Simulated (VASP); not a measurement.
A run of VASP 6.6.1 is set up as follows.

POSCAR

```
BiP
1.0
    3.9816599875      0.0000000000      0.0000000000
   -1.9908299937      3.4482186984      0.0000000000
    0.0000000000      0.0000000000      3.7767500031
Bi P
1 1
Direct
    0.0000000000      0.0000000000      0.0000000000
    0.6666666667      0.3333333333      0.5000000000
```

INCAR.step1

```
PREC = Accurate
ENCUT = 520
ISMEAR = 0
SIGMA = 0.05
LREAL = False
LASPH = True
NELM = 60
NBANDS = 17
GGA = PE
ALGO = Normal
EDIFF = 1E-4
LWAVE = True
LCHARG = False
```

The input INCAR.step2:

```
PREC = Accurate
ENCUT = 520
EDIFF = 1E-7
ISMEAR = 0
SIGMA = 0.05
LREAL = False
LASPH = True
NELM = 60
ALGO = Normal
ISIF = 2
LWAVE = False
LCHARG = False
METAGGA = R2SCAN
LMIXTAU = True
NBANDS = 17
ISTART = 1
```

KPOINTS

```
Automatic mesh
0
Gamma
  10 10 10
```

Potentials or basis: VASP PAW PBE potentials, release 64 (Bi_d, P).

The run is started by

```sh
$ cat potpaw_PBE.64/Bi_d/POTCAR potpaw_PBE.64/P/POTCAR > POTCAR
$ cp INCAR.step1 INCAR
$ mpirun -np 1 vasp_std > vasp.out
$ cp INCAR.step2 INCAR
$ mpirun -np 1 vasp_std > vasp.out
```

Predict the band gap on the k mesh.

zero (bands 10 and 11 overlap by 2.51 eV).

Estimate the pressure.

-2.5 GPa.

Caveat: the PAW data sets were made with another functional, which shifts forces and pressure a little; spin-orbit coupling is left out, which moves the levels of the heavy elements.
